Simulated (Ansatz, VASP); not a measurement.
## Ba: VASP beside Ansatz

```xyz
1
Lattice="-2.5773 2.5773 2.5773 2.5773 -2.5773 2.5773 2.5773 2.5773 -2.5773" Properties=species:S:1:pos:R:3 pbc="T T T"
Ba    0.0000    0.0000    0.0000
```

Alike in both runs: task relaxation of cell and atoms; functional RPBE; k mesh 10 × 10 × 10; occupations fermi-dirac, width 0.15 eV; no spin polarisation.

|  | VASP | Ansatz |
| --- | --- | --- |
| version | VASP 6.6.1 | Ansatz 0.2.0 |
| potentials or method | VASP PAW PBE potentials, release 64 (Ba_sv), cutoff 600 eV | scalar-relativistic, plane waves, PAW |
| valence electrons in the cell | 10 | 10 |

Ansatz gave:

```
gap on the k mesh at the Fermi level, each at its own relaxed structure (eV) : none
relaxed volume (Å³/atom)                                                     : 69.18
relaxed cell length with the largest relative difference (Å)                 : 4.479
```

Task: Which values does VASP return?

Result: gap on the k mesh at the Fermi level, each at its own relaxed structure (eV): none; relaxed volume (Å³/atom): 69.48; relaxed cell length with the largest relative difference (Å): 4.486.

VASP's potentials were made for PBE, not for RPBE. A gap of «none» marks a metal or a gap that the smearing closes.

Neither program's run includes spin-orbit coupling.
